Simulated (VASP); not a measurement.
# Fe (Fmmm) in VASP: further runs

The runs below take Fe through relaxation of cell and atoms, with PBEsol, BLYP+D3(BJ), LDA.

All numbers are computed with VASP 6.6.1; they aren't measurements. Logs are shortened: lines on timing, memory, paths and dates and some standing lists are left out, and cuts for length are marked.

## (1) The cell of the first run

Symmetry: Fmmm, No. 69, orthorhombic system. The conventional cell has a = 2.997 Å, b = 3.883 Å, c = 3.930 Å, α = 90.00°, β = 90.00°, γ = 90.00°. Within 3.2 Å of Fe (site symmetry mmm) lie 14 Fe at 2.45 to 3.00 Å.

## (2) Relaxation of cell and atoms, PBEsol, collinear spin, ferromagnetic start

Contents of INCAR:

```
PREC = Accurate
ENCUT = 600
EDIFF = 1E-7
ISMEAR = -1
SIGMA = 0.15
LREAL = False
LASPH = True
NELM = 150
ALGO = Normal
ISIF = 3
LWAVE = False
LCHARG = False
ISPIN = 2
MAGMOM = 4.5
LORBIT = 11
LMAXMIX = 4
GGA = PS
IBRION = 2
NSW = 80
EDIFFG = -0.01
```

Contents of KPOINTS:

```
regular mesh
0
Gamma
  9 9 9
```

Contents of POSCAR:

```
Fe
1.0
    0.0000000000      1.9417400000      1.9651050000
    1.4984400000      0.0000000000      1.9651050000
    1.4984400000      1.9417400000      0.0000000000
Fe
1
Direct
    0.0000000000      0.0000000000      0.0000000000
```

Potentials or basis: VASP PAW PBE potentials, release 64 (Fe).

Started as:

```sh
$ cat potpaw_PBE.64/Fe/POTCAR > POTCAR
$ mpirun -np 1 vasp_std > vasp.out
```

OUTCAR:

```text
PREC = Accurate
   ENCUT = 600
   EDIFF = 1E-7
   ISMEAR = -1
   LREAL = False
   LASPH = True
   NELM = 150
   ISIF = 3
   ISPIN = 2
   LORBIT = 11
   GGA = PS
   IBRION = 2
   NSW = 80
   EDIFFG = -0.01

 ion  position               nearest neighbor table
   1  0.000  0.000  0.000-

  LATTYP: Found a face centered orthorhombic cell.
 ALAT       =     2.9968800000
 B/A-ratio  =     1.2958410080
 C/A-ratio  =     1.3114338912

  Lattice vectors:

 A1 = (   0.0000000000,   1.9417400000,   1.9651050000)
 A2 = (   1.4984400000,   0.0000000000,   1.9651050000)
 A3 = (   1.4984400000,   1.9417400000,   0.0000000000)

Analysis of symmetry for initial positions (statically):
=====================================================================
 Subroutine PRICEL returns:
 Original cell was already a primitive cell.

 Routine SETGRP: Setting up the symmetry group for a
 face centered orthorhombic supercell.

 Subroutine GETGRP returns: Found  8 space group operations
 (whereof  8 operations were pure point group operations)
 out of a pool of  8 trial point group operations.

The static configuration has the point symmetry D_2h.

Analysis of symmetry for dynamics (positions and initial velocities):
=====================================================================
 Subroutine PRICEL returns:
 Original cell was already a primitive cell.

 Routine SETGRP: Setting up the symmetry group for a
 face centered orthorhombic supercell.

 Subroutine GETGRP returns: Found  8 space group operations
 (whereof  8 operations were pure point group operations)
 out of a pool of  8 trial point group operations.

The dynamic configuration has the point symmetry D_2h.

Analysis of structural, dynamic, and magnetic symmetry:
=====================================================================
 Subroutine PRICEL returns:
 Original cell was already a primitive cell.

 Routine SETGRP: Setting up the symmetry group for a
 face centered orthorhombic supercell.

 Subroutine GETGRP returns: Found  8 space group operations
 (whereof  8 operations were pure point group operations)
 out of a pool of  8 trial point group operations.

The overall configuration has the point symmetry D_2h.

 Subroutine INISYM returns: Found  8 space group operations
 (whereof  8 operations are pure point group operations),
 and found     1 'primitive' translations

----------------------------------------------------------------------------------------

                                     Primitive cell

  volume of cell :      11.4353

  direct lattice vectors                    reciprocal lattice vectors
     0.000000000  1.941740000  1.965105000    -0.333680361  0.257501004  0.254439330
     1.498440000  0.000000000  1.965105000     0.333680361 -0.257501004  0.254439330
     1.498440000  1.941740000  0.000000000     0.333680361  0.257501004 -0.254439330

  length of vectors
     2.762605996  2.471226435  2.452687640     0.492329893  0.492329893  0.492329893

  position of ions in fractional coordinates (direct lattice)
     0.000000000  0.000000000  0.000000000

  ion indices of the primitive-cell ions
   primitive index   ion index
                 1           1

----------------------------------------------------------------------------------------

 KPOINTS: regular mesh

Automatic generation of k-mesh.
 Grid dimensions read from file:
 generate k-points for:    9    9    9

 Generating k-lattice:

  Cartesian coordinates                     Fractional coordinates (reciprocal lattice)
    -0.037075596  0.028611223  0.028271037     0.111111111  0.000000000  0.000000000
     0.037075596 -0.028611223  0.028271037     0.000000000  0.111111111  0.000000000
     0.037075596  0.028611223 -0.028271037     0.000000000  0.000000000  0.111111111

  Length of vectors
     0.054703321  0.054703321  0.054703321

  Shift w.r.t. Gamma in fractional coordinates (k-lattice)
     0.000000000  0.000000000  0.000000000

 Subroutine IBZKPT returns following result:
 ===========================================

 Found    125 irreducible k-points:

 Following reciprocal coordinates:
            Coordinates               Weight
  0.000000  0.000000  0.000000      1.000000
  0.111111 -0.000000 -0.000000      8.000000
  0.222222 -0.000000  0.000000      8.000000
  0.333333 -0.000000  0.000000      8.000000
  0.444444 -0.000000  0.000000      8.000000
  0.111111  0.111111  0.000000      2.000000
[... 16 lines left out ...]
 -0.333333  0.333333 -0.000000      4.000000
  0.444444  0.444444  0.000000      2.000000
 [... further k-points ...]
   k-points           NKPTS =    125   k-points in BZ     NKDIM =    125   number of bands    NBANDS=     10
   number of dos      NEDOS =    301   number of ions     NIONS =      1
   total plane-waves  NPLWV =   9600
   dimension x,y,z NGX =    24 NGY =   20 NGZ =   20
   dimension x,y,z NGXF=    48 NGYF=   40 NGZF=   40
   ions per type =               1
   NGX,Y,Z   is equivalent  to a cutoff of  14.44, 13.45, 13.56 a.u.
   NGXF,Y,Z  is equivalent  to a cutoff of  28.89, 26.91, 27.11 a.u.
 SYSTEM =  unknown system
   PREC   = accura    normal or accurate (medium, high low for compatibility)
   ISTART =      0    job   : 0-new  1-cont  2-samecut
   ICHARG =      2    charge: 1-file 2-atom 10-const
   ISPIN  =      2    spin polarized calculation?
   LNONCOLLINEAR =      F non collinear calculations
   LSORBIT =      F    spin-orbit coupling
   LASPH  =      T    aspherical Exc in radial PAW
   ENCUT  =  600.0 eV  44.10 Ry    6.64 a.u.   5.52  4.94  4.90*2*pi/ulx,y,z
   NELM   =    150;   NELMIN=  2; NELMDL= -5     # of ELM steps
   EDIFF  = 0.1E-06   stopping-criterion for ELM
   LREAL  =      F    real-space projection
   EDIFFG = -.1E-01   stopping-criterion for IOM
   NSW    =     80    number of steps for IOM
   IBRION =      2    ionic relax: 0-MD 1-quasi-New 2-CG
   NFREE  =      1    steps in history (QN), initial steepest desc. (CG)
   ISIF   =      3    stress and relaxation
   ISYM   =      2    0-nonsym 1-usesym 2-fastsym
   POTIM  = 0.5000    time-step for ionic-motion
   TEBEG  =    0.0;   TEEND  =   0.0 temperature during run
   PSTRESS=    0.0 pullay stress
   NELECT =       8.0000    total number of electrons
   NUPDOWN=      -1.0000    fix difference up-down
   EMIN   =  10.00;   EMAX   =-10.00  energy-range for DOS
   EFERMI =   0.00;   METHOD = LEGACY
   ISMEAR =    -1;   SIGMA  =   0.15  broadening in eV -4-tet -1-fermi 0-gaus
   EFERMI_NEDOS =   21; number of points for ismear=-14 and -15
   IALGO  =     38    algorithm
   IMIX   =      4    mixing-type and parameters
     AMIX     =   0.40;   BMIX     =  1.00
     AMIX_MAG =   1.60;   BMIX_MAG =  1.00
  volume/ion in A,a.u.               =      11.44        77.17
  Fermi-wavevector in a.u.,A,eV,Ry     =   1.453303  2.746344 28.736714  2.112089
  Thomas-Fermi vector in A             =   2.570585
   LORBIT       =     11    0 simple, 1 ext, 2 COOP (PROOUT), +10 PAW based schemes
   GGA     = PS    functional components
   LHFCALC =     F    Hartree Fock is set to
   AEXX    =    0.0000 exact exchange contribution
   IVDW    =     0    specifies the selected vdW correction
   LEPSILON=     F    determine dielectric tensor
   LRPA    =     F    only Hartree local field effects (RPA)
 conjugate gradient relaxation of ions
 spin polarized calculation
  energy-cutoff  :      600.00
  volume of cell :       11.44
 maximum number of plane-waves:       395
 NGX is ok and might be reduce to    24
   NGX = 11   NGY =  9   NGZ =  9

--------------------------------------- Ionic step        1  -------------------------------------------

 number of electron       7.9999998 magnetization       2.1943619

 Free energy of the ion-electron system (eV)
  ---------------------------------------------------
  ext. energy  EPLUGINS =         0.00000000
  ---------------------------------------------------
  free energy    TOTEN  =        -8.91879301 eV

  energy without entropy =       -8.84360118  energy(sigma->0) =       -8.88119709

------------------------ aborting loop because EDIFF is reached ----------------------------------------

  FORCE on cell =-STRESS in cart. coord.  units (eV):
  Direction    XX          YY          ZZ          XY          YZ          ZX
  --------------------------------------------------------------------------------------
  -------------------------------------------------------------------------------------
  Total       -1.0898517     -0.4411692     -0.5919452      0.0000000      0.0000000      0.0000000
  in kB     -152.6974570    -61.8115352    -82.9365375      0.0000000      0.0000000      0.0000000
  external PRESSURE =     -99.1485099 kB  Pullay stress =       0.0000000 kB
[... 230 lines left out ...]
  energy  without entropy=       -8.8889518124  energy(sigma->0) =       -8.92358107

--------------------------------------- Ionic step        8  -------------------------------------------

 number of electron       7.9999998 magnetization       2.0867225

 Free energy of the ion-electron system (eV)
  ---------------------------------------------------
  ext. energy  EPLUGINS =         0.00000000
  ---------------------------------------------------
  free energy    TOTEN  =        -8.95827234 eV

  energy without entropy =       -8.88904663  energy(sigma->0) =       -8.92365949

 E-fermi :   6.2055     XC(G=0): -13.5632

 val. band max:        6.2005942244   @ k =   0.4444   0.2222   0.1111
 cond. band min:       6.2250878511   @ k =  -0.1111   0.4444   0.3333
 fundamental gap:      0.0244936268
 Fermi energy:         6.2054563096

 spin component 1

 k-point     1 :       0.0000    0.0000    0.0000
  band No.  band energies     occupation
      1      -2.6336      1.00000
      2       3.7918      1.00000
      3       3.7933      1.00000
      4       3.8000      1.00000
      5       5.1529      0.99910
      6       5.1600      0.99906
      7      31.5730      0.00000
      8      31.6001      0.00000
      9      31.6049      0.00000
     10      37.0137      0.00000
[... 287 lines left out ...]
 k-point    24 :       0.4444    0.4444    0.0000
  band No.  band energies     occupation
      1       0.9660      1.00000
      2       2.6405      1.00000
      3       5.1819      0.99891
      4       5.3617      0.99641
      5       6.1444      0.60046
      6       6.6115      0.06255
      7      14.7003      0.00000
      8      25.0252      0.00000
      9      27.3153      0.00000
     10      30.3461      0.00000

 [... further k-points ...]

 spin component 2

 k-point     1 :       0.0000    0.0000    0.0000
  band No.  band energies     occupation
      1      -2.3563      1.00000
      2       5.6017      0.98245
      3       5.6036      0.98223
      4       5.6124      0.98118
      5       7.7002      0.00005
      6       7.7108      0.00004
      7      31.5180      0.00000
      8      31.5455      0.00000
      9      31.5504      0.00000
     10      37.3569      0.00000
[... 287 lines left out ...]
 k-point    24 :       0.4444    0.4444    0.0000
  band No.  band energies     occupation
      1       2.1556      1.00000
      2       4.2713      1.00000
      3       6.5059      0.11890
      4       7.5842      0.00010
      5       7.9700      0.00001
      6       8.6984      0.00000
      7      15.9474      0.00000
      8      25.2086      0.00000
      9      27.9271      0.00000
     10      30.9545      0.00000

 [... further k-points ...]

------------------------ aborting loop because EDIFF is reached ----------------------------------------

  FORCE on cell =-STRESS in cart. coord.  units (eV):
  Direction    XX          YY          ZZ          XY          YZ          ZX
  --------------------------------------------------------------------------------------
  -------------------------------------------------------------------------------------
  Total       -0.0068395      0.0023274      0.0051445      0.0000000      0.0000000      0.0000000
  in kB       -1.0134621      0.3448607      0.7622943      0.0000000      0.0000000      0.0000000
  external PRESSURE =       0.0312310 kB  Pullay stress =       0.0000000 kB
[... 16 lines left out ...]
  FREE ENERGIE OF THE ION-ELECTRON SYSTEM (eV)
  ---------------------------------------------------
  free  energy   TOTEN  =        -8.9582723442 eV

  energy  without entropy=       -8.8890466319  energy(sigma->0) =       -8.92365949

 reached required accuracy - stopping structural energy minimisation

 total charge

# of ion       s       p       d       tot
------------------------------------------
    1        0.512   0.590   6.279   7.381

 magnetization (x)

# of ion       s       p       d       tot
------------------------------------------
    1       -0.011  -0.043   2.121   2.066
```

Wall time 4.4 min (1 thread of Intel Xeon 8259CL, shared host); peak memory 0.17 GiB.

Results:

| Property | Result |
| --- | --- |
| Free energy | -8.9583 eV |
| Relaxed volume | 10.81 Å³/atom |
| Relaxed cell | a = 2.785 Å, b = 2.413 Å, c = 2.413 Å, α = 70.50°, β = 54.75°, γ = 54.76° |
| Space group after relaxing (to 0.1 Å) | Im-3m (No. 229) |
| Energy gained by relaxing | 39.5 meV/atom |
| Ionic steps | 8 |
| Pressure after relaxing | 0.0 GPa |
| Net moment | 2.09 μB per cell |
| Site moments | Fe +2.07 μB |
| Valence electrons inside the program's atomic spheres | Fe 7.38 |

Stress tensor (GPa, compression positive):
```
-0.10  0.00  0.00
 0.00  0.03  0.00
 0.00  0.00  0.08
```

The path:
| step | energy change (eV) | largest force (eV/Å) | pressure (GPa) | volume (Å³) |
| --- | --- | --- | --- | --- |
| 1 | 0.0000 | 0.0000 | -9.91 | 11.44 |
| 2 | -0.0115 | 0.0000 | 12.61 | 10.30 |
| 3 | -0.0265 | 0.0000 | 1.58 | 10.76 |
| 4 | -0.0353 | 0.0000 | 1.31 | 10.76 |
| 5 | -0.0391 | 0.0000 | 1.35 | 10.75 |
| 6 | -0.0389 | 0.0000 | -1.99 | 10.91 |
| 7 | -0.0394 | 0.0000 | -0.16 | 10.82 |
| 8 | -0.0395 | 0.0000 | 0.00 | 10.81 |

Final structure:
```
Fe
1.0
     0.00000    1.96937    1.96905
     1.39417    0.00000    1.96905
     1.39417    1.96937    0.00000
Fe
1
Direct
  0.00000 0.00000 0.00000
```

Levels at points of the mesh, in eV from the Fermi level:
Spin up:
```
           k point  band 2  band 3  band 4  band 5  band 6  band 7  band 8  band 9
(0.00, 0.00, 0.00)   -2.41   -2.41   -2.41   -1.05   -1.05   25.37   25.39   25.40
```
Spin down:
| k point | band 1 | band 2 | band 3 | band 4 | band 5 | band 6 | band 7 | band 8 |
| --- | --- | --- | --- | --- | --- | --- | --- | --- |
| (0.00, 0.00, 0.00) | -8.56 | -0.60 | -0.60 | -0.59 | 1.49 | 1.51 | 25.31 | 25.34 |

Caveat: the PAW data sets were made with another functional, which shifts forces and pressure a little.

(Continued in part 2 of 2.)
